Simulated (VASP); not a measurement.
# AlH3 (Pnnm) in VASP: electric field gradients with r2SCAN

Aim: the electric field gradients of AlH3 with r2SCAN.

All numbers are computed with VASP 6.6.1; they aren't measurements. Logs are shortened: lines on timing, memory, paths and dates and some standing lists are left out, and cuts for length are marked.

### Step 1. The cell of the first run

The structure is orthorhombic, space group Pnnm (No. 58). Conventional cell: a = 5.379 Å, b = 7.340 Å, c = 5.748 Å, α = 90.00°, β = 90.00°, γ = 90.00°. Within 2.2 Å of Al (site symmetry m) lie 6 H at 1.67 to 1.75 Å. Within 2.3 Å of Al (site symmetry 2/m) lie 6 H at 1.71 to 1.74 Å. H (site symmetry 1) has 2 Al at 1.71 to 1.72 Å and 9 H at 2.32 to 2.58 Å within 2.6 Å. Within 2.6 Å of H (site symmetry m) lie 2 Al at 1.71 to 1.75 Å and 9 H at 2.28 to 2.58 Å. H (site symmetry m) has 2 Al at 1.69 to 1.74 Å and 8 H at 2.38 to 2.57 Å within 2.6 Å. Within 2.2 Å of H (site symmetry 2/m) lie 2 Al at 1.67 Å.

### Step 2. Electric field gradients, r2SCAN

POSCAR

```
AlH3
1.0
    5.3791188200      0.0000000000      0.0000000000
    0.0000000000      7.3403833200      0.0000000000
    0.0000000000      0.0000000000      5.7476738100
Al H
6 18
Direct
    0.7122223100      0.9143389000      0.0000000000
    0.2877776900      0.0856611000      0.0000000000
    0.2122223100      0.5856611000      0.5000000000
    0.5000000000      0.0000000000      0.5000000000
    0.7877776900      0.4143389000      0.5000000000
    0.0000000000      0.5000000000      0.0000000000
    0.2972226100      0.0840336000      0.2983515700
    0.5981936500      0.1379122400      0.0000000000
    0.3256605100      0.8008995400      0.5000000000
    0.7027773900      0.9159664000      0.2983515700
    0.1743394900      0.3008995400      0.0000000000
    0.0981936500      0.3620877600      0.5000000000
    0.2027773900      0.5840336000      0.2016484300
    0.9018063500      0.6379122400      0.5000000000
    0.6743394900      0.1991004600      0.5000000000
    0.0000000000      0.0000000000      0.0000000000
    0.4018063500      0.8620877600      0.0000000000
    0.8256605100      0.6991004600      0.0000000000
    0.7972226100      0.4159664000      0.2016484300
    0.2027773900      0.5840336000      0.7983515700
    0.7027773900      0.9159664000      0.7016484300
    0.7972226100      0.4159664000      0.7983515700
    0.2972226100      0.0840336000      0.7016484300
    0.5000000000      0.5000000000      0.5000000000
```

INCAR.step1

```
PREC = Accurate
ENCUT = 520
ISMEAR = -1
SIGMA = 0.01
LREAL = Auto
LASPH = True
NELM = 60
NBANDS = 36
GGA = PE
ALGO = Normal
EDIFF = 1E-4
LWAVE = True
LCHARG = False
```

INCAR.step2

```
PREC = Accurate
ENCUT = 520
EDIFF = 1E-8
ISMEAR = -1
SIGMA = 0.01
LREAL = Auto
LASPH = True
NELM = 60
ALGO = Normal
ISIF = 2
LWAVE = False
LCHARG = False
METAGGA = R2SCAN
LMIXTAU = True
LEFG = True
NBANDS = 36
ISTART = 1
```

KPOINTS

```
Automatic mesh
0
Gamma
  5 4 5
```

Potentials or basis: VASP PAW PBE potentials, release 64 (Al, H).

Command:

```bash
cat potpaw_PBE.64/Al/POTCAR potpaw_PBE.64/H/POTCAR > POTCAR
cp INCAR.step1 INCAR
mpirun -np 1 vasp_std > vasp.out
cp INCAR.step2 INCAR
mpirun -np 1 vasp_std > vasp.out
```

OUTCAR:

```text
PREC = Accurate
   ENCUT = 520
   EDIFF = 1E-8
   ISMEAR = -1
   LREAL = Auto
   LASPH = True
   NELM = 60
   ISIF = 2
   METAGGA = R2SCAN
   ISTART = 1

 ion  position               nearest neighbor table
   1  0.712  0.914  0.000-  16 1.67  18 1.69  17 1.71  10 1.72  21 1.72   8 1.75   2 2.61   4 3.16
                             4 3.16   2 3.34
   2  0.288  0.086  0.000-  16 1.67  11 1.69   8 1.71   7 1.72  23 1.72  17 1.75   1 2.61   4 3.16
                             4 3.16   1 3.34
   3  0.212  0.586  0.500-  24 1.67   9 1.69  14 1.71  20 1.72  13 1.72  12 1.75   5 2.61   6 3.16
                             6 3.16   5 3.34
   4  0.500  0.000  0.500-   7 1.71  10 1.71  21 1.71  23 1.71   9 1.74  15 1.74   1 3.16   2 3.16
                             1 3.16   2 3.16
   5  0.788  0.414  0.500-  24 1.67  15 1.69  12 1.71  22 1.72  19 1.72  14 1.75   3 2.61   6 3.16
                             6 3.16   3 3.34
   6  0.000  0.500  0.000-  13 1.71  19 1.71  20 1.71  22 1.71  18 1.74  11 1.74   3 3.16   5 3.16
                             3 3.16   5 3.16
   7  0.297  0.084  0.298-   4 1.71   2 1.72
   8  0.598  0.138  0.000-   2 1.71   1 1.75
   9  0.326  0.801  0.500-   3 1.69   4 1.74
  10  0.703  0.916  0.298-   4 1.71   1 1.72
  11  0.174  0.301  0.000-   2 1.69   6 1.74
  12  0.098  0.362  0.500-   5 1.71   3 1.75
[... 10 lines left out ...]
  23  0.297  0.084  0.702-   4 1.71   2 1.72
  24  0.500  0.500  0.500-   3 1.67   5 1.67

  LATTYP: Found a simple orthorhombic cell.
 ALAT       =     5.3791188200
 B/A-ratio  =     1.0685158671
 C/A-ratio  =     1.3646070231

  Lattice vectors:

 A1 = (  -5.3791188200,   0.0000000000,   0.0000000000)
 A2 = (   0.0000000000,   0.0000000000,   5.7476738100)
 A3 = (   0.0000000000,   7.3403833200,   0.0000000000)

Analysis of symmetry for initial positions (statically):
=====================================================================
 Subroutine PRICEL returns:
 Original cell was already a primitive cell.

 Routine SETGRP: Setting up the symmetry group for a
 simple orthorhombic supercell.

 Subroutine GETGRP returns: Found  8 space group operations
 (whereof  4 operations were pure point group operations)
 out of a pool of  8 trial point group operations.

The static configuration has the point symmetry C_2h.
 The point group associated with its full space group is D_2h.

Analysis of symmetry for dynamics (positions and initial velocities):
=====================================================================
 Subroutine PRICEL returns:
 Original cell was already a primitive cell.

 Routine SETGRP: Setting up the symmetry group for a
 simple orthorhombic supercell.

 Subroutine GETGRP returns: Found  8 space group operations
 (whereof  4 operations were pure point group operations)
 out of a pool of  8 trial point group operations.

The dynamic configuration has the point symmetry C_2h.
 The point group associated with its full space group is D_2h.

 Subroutine INISYM returns: Found  8 space group operations
 (whereof  4 operations are pure point group operations),
 and found     1 'primitive' translations

----------------------------------------------------------------------------------------

                                     Primitive cell

  volume of cell :     226.9457

  direct lattice vectors                    reciprocal lattice vectors
     5.379118820  0.000000000  0.000000000     0.185904055  0.000000000  0.000000000
     0.000000000  7.340383320  0.000000000     0.000000000  0.136232667  0.000000000
     0.000000000  0.000000000  5.747673810     0.000000000  0.000000000  0.173983429

  length of vectors
     5.379118820  7.340383320  5.747673810     0.185904055  0.136232667  0.173983429

  position of ions in fractional coordinates (direct lattice)
     0.712222310  0.914338900  0.000000000
     0.287777690  0.085661100  0.000000000
     0.212222310  0.585661100  0.500000000
     0.500000000  0.000000000  0.500000000
     0.787777690  0.414338900  0.500000000
     0.000000000  0.500000000  0.000000000
[... 16 lines left out ...]
     0.297222610  0.084033600  0.701648430
     0.500000000  0.500000000  0.500000000
[... 107 lines left out ...]
   POTIM  = 0.5000    time-step for ionic-motion
   TEBEG  =    0.0;   TEEND  =   0.0 temperature during run
   PSTRESS=    0.0 pullay stress
   NELECT =      36.0000    total number of electrons
   NUPDOWN=      -1.0000    fix difference up-down
   EMIN   =  10.00;   EMAX   =-10.00  energy-range for DOS
   EFERMI =   0.00;   METHOD = LEGACY
   ISMEAR =    -1;   SIGMA  =   0.01  broadening in eV -4-tet -1-fermi 0-gaus
   EFERMI_NEDOS =   21; number of points for ismear=-14 and -15
   IALGO  =     38    algorithm
   IMIX   =      4    mixing-type and parameters
     AMIX     =   0.40;   BMIX     =  1.00
     AMIX_MAG =   1.60;   BMIX_MAG =  1.00
  volume/ion in A,a.u.               =       9.46        63.81
  Fermi-wavevector in a.u.,A,eV,Ry     =   0.886207  1.674688 10.685502  0.785362
  Thomas-Fermi vector in A             =   2.007342
   LORBIT       =      0    0 simple, 1 ext, 2 COOP (PROOUT), +10 PAW based schemes
   METAGGA = R2SCAN    functional components
   LHFCALC =     F    Hartree Fock is set to
   AEXX    =    0.0000 exact exchange contribution
   IVDW    =     0    specifies the selected vdW correction
   LEPSILON=     F    determine dielectric tensor
   LRPA    =     F    only Hartree local field effects (RPA)
 non-spin polarized calculation
  energy-cutoff  :      520.00
  volume of cell :      226.95
 maximum number of plane-waves:      6140
   NGX = 21   NGY = 27   NGZ = 21

 number of electron      35.9999993 magnetization

 Free energy of the ion-electron system (eV)
  ---------------------------------------------------
  ext. energy  EPLUGINS =         0.00000000
  ---------------------------------------------------
  free energy    TOTEN  =      -103.98305314 eV

  energy without entropy =     -103.98305314  energy(sigma->0) =     -103.98305314

 E-fermi :   0.3414     XC(G=0):  -8.4871

 val. band max:        0.1103828228   @ k =   0.4000   0.0000   0.0000
 cond. band min:       4.0828243594   @ k =   0.2000   0.0000   0.0000
 fundamental gap:      3.9724415366
 Fermi energy:         0.3414402271

 k-point     1 :       0.0000    0.0000    0.0000
  band No.  band energies     occupation
      1      -8.8793      2.00000
      2      -7.6099      2.00000
      3      -5.3386      2.00000
      4      -5.2263      2.00000
      5      -4.7157      2.00000
      6      -4.1219      2.00000
[... 781 lines left out ...]
     29       7.7534      0.00000
     30       7.8671      0.00000

 [... further k-points ...]

 [bands above 30 left out]

------------------------ aborting loop because EDIFF is reached ----------------------------------------

  FORCE on cell =-STRESS in cart. coord.  units (eV):
  Direction    XX          YY          ZZ          XY          YZ          ZX
  --------------------------------------------------------------------------------------
  -------------------------------------------------------------------------------------
  Total       -0.2274777     -0.2621424     -0.3068767     -0.0000000      0.0000000      0.0000000
  in kB       -1.6059327     -1.8506568     -2.1664690     -0.0000000      0.0000000      0.0000000
  external PRESSURE =      -1.8743528 kB  Pullay stress =       0.0000000 kB

 VOLUME and BASIS-vectors are now :
 -----------------------------------------------------------------------------
  energy-cutoff  :      520.00
  volume of cell :      226.95
      direct lattice vectors                 reciprocal lattice vectors
     5.379118820  0.000000000  0.000000000     0.185904055  0.000000000  0.000000000
     0.000000000  7.340383320  0.000000000     0.000000000  0.136232667  0.000000000
     0.000000000  0.000000000  5.747673810     0.000000000  0.000000000  0.173983429

 POSITION                                       TOTAL-FORCE (eV/Angst)
 -----------------------------------------------------------------------------------
      3.83113      6.71160      0.00000         0.001507     -0.012929      0.000000
      1.54799      0.62879      0.00000        -0.001507      0.012929     -0.000000
      1.14157      4.29898      2.87384         0.001507      0.012929      0.000000
      2.68956      0.00000      2.87384        -0.000000      0.000000      0.000000
      4.23755      3.04141      2.87384        -0.001507     -0.012929     -0.000000
      0.00000      3.67019      0.00000        -0.000000      0.000000      0.000000
[... 16 lines left out ...]
      1.59880      0.61684      4.03285         0.005030      0.005241     -0.000741
      2.68956      3.67019      2.87384        -0.000000      0.000000      0.000000
 -----------------------------------------------------------------------------------
    total drift:                               -0.000000     -0.000000      0.000000

  FREE ENERGIE OF THE ION-ELECTRON SYSTEM (eV)
  ---------------------------------------------------
  free  energy   TOTEN  =      -103.9830531381 eV

  energy  without entropy=     -103.9830531381  energy(sigma->0) =     -103.98305314

 Electric field gradients (V/A^2)
---------------------------------------------------------------------
 ion       V_xx      V_yy      V_zz      V_xy      V_xz      V_yz
---------------------------------------------------------------------
   1      -8.277     2.008     6.269     2.264     0.000     0.000
   2      -8.277     2.008     6.269     2.264    -0.000    -0.000
   3      -8.277     2.008     6.269    -2.264    -0.000     0.000
   4      -2.514     8.399    -5.886     5.097     0.000    -0.000
   5      -8.277     2.008     6.269    -2.264    -0.000    -0.000
   6      -2.514     8.399    -5.886    -5.097     0.000     0.000
[... 16 lines left out ...]
  23      -3.098    -6.208     9.306    -2.436    -5.780     3.132
  24      13.972    -5.104    -8.868    -9.370     0.000    -0.000
---------------------------------------------------------------------

 Electric field gradients after diagonalization (V/A^2)
 (convention: |V_zz| > |V_xx| > |V_yy|)
----------------------------------------------------------------------
 ion       V_xx      V_yy      V_zz     asymmetry (V_yy - V_xx)/ V_zz
----------------------------------------------------------------------
   1       6.269     2.484    -8.753       0.432
   2       6.269     2.484    -8.753       0.432
   3       6.269     2.484    -8.753       0.432
   4      -5.886    -4.524    10.410       0.131
   5       6.269     2.484    -8.753       0.432
   6      -5.886    -4.524    10.410       0.131
[... 16 lines left out ...]
  23      -7.543    -4.822    12.365       0.220
  24      -8.936    -8.868    17.804       0.004
----------------------------------------------------------------------

           NMR quadrupolar parameters

 Cq : quadrupolar parameter    Cq=e*Q*V_zz/h
 eta: asymmetry parameters     (V_yy - V_xx)/ V_zz
 Q  : nuclear electric quadrupole moment in mb (millibarn)
----------------------------------------------------------------------
 ion       Cq(MHz)       eta       Q (mb)
----------------------------------------------------------------------
   1      -0.021       0.432       1.000
   2      -0.021       0.432       1.000
   3      -0.021       0.432       1.000
   4       0.025       0.131       1.000
   5      -0.021       0.432       1.000
   6       0.025       0.131       1.000
[... 16 lines left out ...]
  23       0.030       0.220       1.000
  24       0.043       0.004       1.000
----------------------------------------------------------------------
```

It took 28 min on 1 thread of Intel Xeon Platinum 8259CL at 2.50GHz (Skylake/Cascade Lake), shared host; peak memory 0.41 GiB.

Results:

```
Free energy                             : -103.9831 eV
Pressure                                : -0.2 GPa
Largest force                           : 0.018 eV/Å
Band gap on the k mesh                  : 3.97 eV (least direct gap 4.12 eV)
Largest electric field gradient by atom : Al -8.8, +10.4 (each value once); H +12.4, -6.3, +15.2, +17.8 (each value once) V/Å²
```

Forces on the atoms (eV/Å):
```
Al   0.002 -0.013  0.000
Al  -0.002  0.013  0.000
Al   0.002  0.013  0.000
Al   0.000  0.000  0.000
Al  -0.002 -0.013  0.000
Al   0.000  0.000  0.000
H    0.005  0.005  0.001
H    0.011  0.005  0.000
H   -0.015 -0.009  0.000
H   -0.005 -0.005  0.001
H    0.015 -0.009  0.000
H    0.011 -0.005  0.000
H   -0.005  0.005 -0.001
H   -0.011  0.005  0.000
H    0.015  0.009  0.000
H    0.000  0.000  0.000
H   -0.011 -0.005  0.000
H   -0.015  0.009  0.000
H    0.005 -0.005 -0.001
H   -0.005  0.005  0.001
H   -0.005 -0.005 -0.001
H    0.005 -0.005  0.001
H    0.005  0.005 -0.001
H    0.000  0.000  0.000
```

Levels at points of the mesh, in eV from the valence-band top:
```tsv
k point	band 15	band 16	band 17	band 18	band 19	band 20	band 21	band 22
(0.00, 0.00, 0.00)	-1.63	-1.61	-1.27	-0.46	4.27	4.36	4.88	5.83
(0.00, 0.50, 0.00)	-1.57	-1.57	-0.86	-0.86	4.09	4.09	5.50	5.50
```

Electric field gradients, principal values (V/Å²):
```tsv
atom	least	middle	greatest (by size)
1 Al	2.484	6.269	-8.753
2 Al	2.484	6.269	-8.753
3 Al	2.484	6.269	-8.753
4 Al	-4.524	-5.886	10.410
5 Al	2.484	6.269	-8.753
6 Al	-4.524	-5.886	10.410
7 H	-4.822	-7.543	12.365
8 H	0.326	5.961	-6.287
9 H	-7.469	-7.744	15.213
10 H	-4.822	-7.543	12.365
11 H	-7.469	-7.744	15.213
12 H	0.326	5.961	-6.287
13 H	-4.822	-7.543	12.365
14 H	0.326	5.961	-6.287
15 H	-7.469	-7.744	15.213
16 H	-8.868	-8.936	17.804
17 H	0.326	5.961	-6.287
18 H	-7.469	-7.744	15.213
19 H	-4.822	-7.543	12.365
20 H	-4.822	-7.543	12.365
21 H	-4.822	-7.543	12.365
22 H	-4.822	-7.543	12.365
23 H	-4.822	-7.543	12.365
24 H	-8.868	-8.936	17.804
```

Caveat: without QUAD_EFG the Cq values of the log hold for a quadrupole moment of 1 mb, not for the nuclei; the PAW data sets were made with another functional, which shifts forces and pressure a little. A k mesh can miss the band edges.
